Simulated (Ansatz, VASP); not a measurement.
## K: VASP beside Ansatz

```
CELL_PARAMETERS angstrom
0.00000 3.33486 3.33486
3.33486 0.00000 3.33486
3.33486 3.33486 0.00000
ATOMIC_POSITIONS crystal
K 0.00000 0.00000 0.00000
```

Alike in both runs: task single point; functional PBEsol; k mesh 9 × 9 × 9; occupations fermi-dirac, width 0.1 eV; no spin polarisation.

```csv
,VASP,Ansatz
version,VASP 6.6.1,Ansatz 0.2.0
potentials or method,"VASP PAW PBE potentials, release 64 (K_sv), cutoff 520 eV","plane waves (420 eV) with PAW, scalar-relativistic"
valence electrons in the cell,9,9
```

|  | VASP | Ansatz | Ansatz less VASP |
| --- | --- | --- | --- |
| pressure (GPa) | -0.1 | -0.1 | +0.01 |

VASP's potentials were made for PBE, not for PBEsol, and Ansatz warns of the same on its side.
